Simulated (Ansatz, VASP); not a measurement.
TiAl: VASP beside Ansatz

```
CELL_PARAMETERS angstrom
2.81201 0.00000 0.00000
-1.40600 2.43527 0.00000
0.00000 0.00000 4.59005
ATOMIC_POSITIONS crystal
Ti 0.00000 0.00000 0.00000
Al 0.33333 0.66667 0.50000
```

Alike in both runs: functional LDA; k mesh 18 × 18 × 10; occupations gaussian, width 0.1 eV; no spin polarisation.

Ansatz relaxed the structure, and its values are those at the end. VASP's run is a single point on that final structure, the one shown.

|  | VASP | Ansatz |
| --- | --- | --- |
| version | VASP 6.6.1 | Ansatz 0.2.0 |
| potentials or method | VASP PAW LDA potentials, release 64 (Ti_sv, Al), cutoff 520 eV | scalar-relativistic, plane waves, PAW |
| valence electrons in the cell | 15 | 15 |

Ansatz gave:

| Quantity | Value |
| --- | --- |
| gap on the k mesh at the Fermi level (eV) | none |
| pressure (GPa) | 0.0 |

Which values does VASP return?

gap on the k mesh at the Fermi level (eV): none; pressure (GPa): 0.1.

Ansatz warns that its potentials were made for another functional, while VASP's fit it. LDA's correlation is that of Perdew and Zunger in VASP and of Perdew and Wang (1992) in Ansatz. A gap of «none» marks a metal or a gap that the smearing closes.
